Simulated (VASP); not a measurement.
Here is a VASP 6.6.1 calculation.

The input INCAR:

```
SYSTEM = BaO
PREC = Accurate ; ENCUT = 600
EDIFF = 1E-6 ; ISMEAR = -1
SIGMA = 0.06122561905347299 ; LREAL = .False.
LASPH = .True. ; NELM = 120
ALGO = Normal ; ISIF = 2
LWAVE = .False. ; LCHARG = .False.
GGA = PE ; NBANDS = 15
GGA_COMPAT = .False.
```

File KPOINTS:

```
Automatic mesh
0
Gamma
  17 17 17
  0 0 0
```

POSCAR

```
BaO
1.0
    0.0000000000      2.7679394274      2.7679394274
    2.7679394274      0.0000000000      2.7679394274
    2.7679394274      2.7679394274      0.0000000000
Ba O
1 1
Direct
    0.0000000000      0.0000000000      0.0000000000
    0.5000000000      0.5000000000      0.5000000000
```

Potentials or basis: VASP PAW PBE potentials, release 64 (Ba_sv, O).

The run is started by

```console
$ cat potpaw_PBE.64/Ba_sv/POTCAR potpaw_PBE.64/O/POTCAR > POTCAR
$ mpirun -np 1 vasp_std > vasp.out
```

(1) Predict the pressure.

(2) Predict the band gap on the k mesh.

Results:

(1) 3.1 GPa.

(2) 1.99 eV (least direct gap 2.03 eV).

Caveat: the cell stands under pressure; spin-orbit coupling is left out, which moves the levels of the heavy elements; an odd mesh through Γ misses points on the zone boundary, where band edges can lie.
